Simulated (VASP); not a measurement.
Sn, 2 atoms in the cell. The structure is cubic, space group Fd-3m (No. 227). Conventional cell: a = 6.355 Å, b = 6.355 Å, c = 6.355 Å, α = 90.00°, β = 90.00°, γ = 90.00°. Within 3.6 Å of Sn (site symmetry -43m) lie 4 Sn at 2.75 Å. This isn't the form of Sn at room conditions, which is tetragonal (white tin).

| Item | Value |
| --- | --- |
| Program | VASP 6.6.1 |
| Task | relaxation of cell and atoms |
| Functional | r2SCAN |
| Potentials or basis | VASP PAW PBE potentials, release 64 (Sn_d) |
| Cutoff | 600 eV |
| k mesh | 12 × 12 × 12 |
| Occupations | gaussian, width 0.1 eV |
| Spin | no spin polarisation |
| Target pressure | 5 GPa |
| Dipole correction | no |
| Further INCAR settings | ALGO = Normal; EDIFF = 1e-06; IBRION = 2; EDIFFG = -0.008; NSW = 70; ISIF = 3 |

Potentials or basis: VASP PAW PBE potentials, release 64 (Sn_d).

The run is started by

```sh
$ cat potpaw_PBE.64/Sn_d/POTCAR > POTCAR
$ cp INCAR.step1 INCAR
$ mpirun -np 1 vasp_std > vasp.out
$ cp INCAR.step2 INCAR
$ mpirun -np 1 vasp_std > vasp.out
```

Hardware: 1 thread of Intel Xeon 8259CL (shared host).

Problem. Estimate the wall time of this run.

Solution. Wall time 9.4 min on 1 thread of Intel Xeon 8259CL, on a shared host, peak memory 0.28 GiB. Counts: k points 72, ion steps 3.
